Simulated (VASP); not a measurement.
Wanted: the native input for a VASP 6.6.1 run.

```yaml
Task: single point
Functional: PBE
Potentials_or_basis: VASP PAW PBE potentials, release 64 (Si, O)
Cutoff: 520 eV
k_mesh: 2 × 2 × 2, shifted
Occupations: gaussian, width 0.02 eV
Spin: no spin polarisation
Dipole_correction: no
Further_INCAR_settings: LREAL = Auto; ALGO = Normal; EDIFF = 1e-07; NBANDS = 89
```

The structure of Si32O (a cell with a defect) lies in POSCAR:

```
Si32O
1.0
    5.4700937548      5.4700937548      5.4700937548
    5.4700937548     -5.4700937548     -5.4700937548
   -5.4700937548      5.4700937548     -5.4700937548
Si O
32 1
Direct
    0.7470910341      0.7466034739      0.2438164792
   -0.0006094960      0.7503673948     -0.0020734562
    0.7412907679      0.4834708724      0.4908650784
    0.2481224383      0.7504130064      0.7490071804
    0.0071246494      0.5027655143      0.2524647770
    0.4967028212      0.7479922070      0.4980535293
    0.2522114907      0.5061640850      0.0019260182
    0.7494095501      0.2498483685      0.7495579937
   -0.0001887536      0.2497289007      0.4992899797
    0.5020348139      0.5018706485      0.7546987648
    0.7493656752     -0.0006493490     -0.0006680873
    0.2596791872      0.2607972667      0.2676782274
    0.5211439013      0.2628833370      0.0116450472
   -0.0409131927     -0.0462776346      0.7076774501
    0.2492704990     -0.0006949607      0.4993089008
    0.4986335925     -0.0028309387      0.2482454709
    0.5008505563      0.7510860296      0.2504431480
    0.7500509468      0.7497486668     -0.0011561959
    0.5063127113      0.5058056816      0.5109295426
   -0.0144000274      0.7260893831      0.7355063149
    0.7640497928      0.5073367340      0.2574337046
    0.2511458782      0.7506428928      0.5005803598
    0.0002418606      0.5010147217      0.0001308021
    0.5000255247      0.2506576782      0.7510274383
    0.7466461606      0.2410470568      0.4963599568
    0.2506234009      0.5010355623      0.7499034174
    0.4998681234      0.0019019784      0.0006123295
    0.0009174431      0.2505649010      0.2498958996
    0.2955335086      0.2901727230      0.0441091160
    0.7411691064     -0.0037182178      0.7455236935
   -0.0063917552     -0.0055705627      0.4878289330
    0.2509296114      0.0016006124      0.2497313686
    0.1445738474      0.0961277857     -0.1156950006
```

These files were run (other wordings do the same):

INCAR

```
  PREC = Accurate
  ENCUT = 520
  EDIFF = 1E-7
  ISMEAR = 0
  SIGMA = 0.02
  LREAL = Auto
  LASPH = True
  NELM = 60
  ALGO = Normal
  ISIF = 2
  LWAVE = False
  LCHARG = False
  GGA = PE
  NBANDS = 89
```

KPOINTS

```
Automatic mesh
0
Gamma
  2 2 2
  0.5 0.5 0.5
```

Potentials or basis: VASP PAW PBE potentials, release 64 (Si, O).

Command:

```bash
$ cat potpaw_PBE.64/Si/POTCAR potpaw_PBE.64/O/POTCAR > POTCAR
$ mpirun -np 1 vasp_std > vasp.out
```

It gave:

| Property | Result |
| --- | --- |
| Pressure | 1.7 GPa |
| Largest force | 0.051 eV/Å |
| Band gap on the k mesh | 1.28 eV |

It took 7.4 min on 1 thread of AMD EPYC 9R45 96-Core Processor (Zen 5) (shared host), peak memory 0.7 GiB.
